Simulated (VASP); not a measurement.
A run of VASP 6.6.1:

File INCAR:

```
SYSTEM = PbS
ALGO = Normal
EDIFF = 1E-7
ENCUT = 520
GGA = CA
ISIF = 2
ISMEAR = 0
LASPH = .True.
LCHARG = .False.
LREAL = .False.
LWAVE = .False.
NBANDS = 17
NELM = 60
PREC = Accurate
SIGMA = 0.01
```

File KPOINTS:

```
k-points
0
Gamma
  10 10 10
  0 0 0
```

Contents of POSCAR:

```
PbS
1.0
    0.0000000000      2.9230646796      2.9230646796
    2.9230646796      0.0000000000      2.9230646796
    2.9230646796      2.9230646796      0.0000000000
Pb S
1 1
Direct
    0.0000000000      0.0000000000      0.0000000000
    0.5000000000      0.5000000000      0.5000000000
```

Potentials or basis: VASP PAW LDA potentials, release 64 (Pb_d, S).

Run with:

```bash
$ cat potpaw_LDA.64/Pb_d/POTCAR potpaw_LDA.64/S/POTCAR > POTCAR
$ mpirun -np 1 vasp_std > vasp.out
```

Hardware: 1 thread of Intel(R) Xeon(R) 6975P-C (Granite Rapids), with other jobs on the host.

Task: How long does it take, and how much memory?

Result: Run time: 12 s on 1 thread of Intel(R) Xeon(R) 6975P-C (Granite Rapids), on a shared host, peak memory 0.17 GiB. Counts: scf iterations 13, k points 47.
